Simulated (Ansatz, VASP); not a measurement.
## One calculation of V, two programs

File INCAR:

```
PREC     = Accurate       # precision mode
ENCUT    = 520            # plane-wave cutoff, eV
EDIFF    = 1E-6           # SCF threshold, eV
ISMEAR   = 0              # smearing method
SIGMA    = 0.15           # smearing width, eV
LREAL    = False          # projectors in reciprocal space
LASPH    = True           # aspherical terms in the spheres
NELM     = 100            # most SCF steps
ALGO     = Fast           # electronic algorithm
ISIF     = 2              # what is computed and relaxed
LWAVE    = False          # write WAVECAR
LCHARG   = True           # write CHGCAR
GGA      = PE             # functional
LELF     = True           # ELF
LVHAR    = True         
NBANDS   = 12             # bands
```

File KPOINTS:

```
Automatic mesh
0
Gamma
  22 22 22
```

Contents of POSCAR:

```
V
1.0
   -1.4278937500      1.4278937500      1.5130000000
    1.4278937500     -1.4278937500      1.5130000000
    1.5981062500      1.5981062500     -1.5130000000
V
1
Direct
    0.0000000000      0.0000000000      0.0000000000
```

Input for Ansatz:

```yaml
crystal:
  lattice:
    - [-1.42789375, 1.42789375, 1.513]
    - [1.42789375, -1.42789375, 1.513]
    - [1.59810625, 1.59810625, -1.513]
  atoms:
    - { symbol: V, position: [0.0, 0.0, 0.0] }
basis:
  ecutwfc: 420
kpoints:
  mp_grid: { grid: [22, 22, 22] }
hamiltonian:
  xc: pbe
scf:
  occupations: { method: gaussian, width: 0.15 }
output:
  forces: true
  stress: true
  eigenvalues: true
```

Change from the starting cell: strain +0.1125 x Voigt [0, 0, 0, 0, 0, 1], atoms carried along.

Alike in both runs: task single point; functional PBE; k mesh 22 × 22 × 22; occupations gaussian, width 0.15 eV; no spin polarisation.

|  | VASP | Ansatz |
| --- | --- | --- |
| version | VASP 6.6.1 | Ansatz 0.2.0 |
| potentials or method | VASP PAW PBE potentials, release 64 (V_sv), cutoff 520 eV | scalar-relativistic, plane waves, PAW |
| valence electrons in the cell | 13 | 13 |

|  | VASP | Ansatz | Ansatz less VASP |
| --- | --- | --- | --- |
| gap on the k mesh at the Fermi level (eV) | none | none | - |
| pressure (GPa) | -4.0 | -4.3 | -0.27 |
| traceless stress, the component that is largest in VASP (GPa) | -2.51 | -2.47 | +0.041 |

A gap of «none» marks a metal or a gap that the smearing closes.
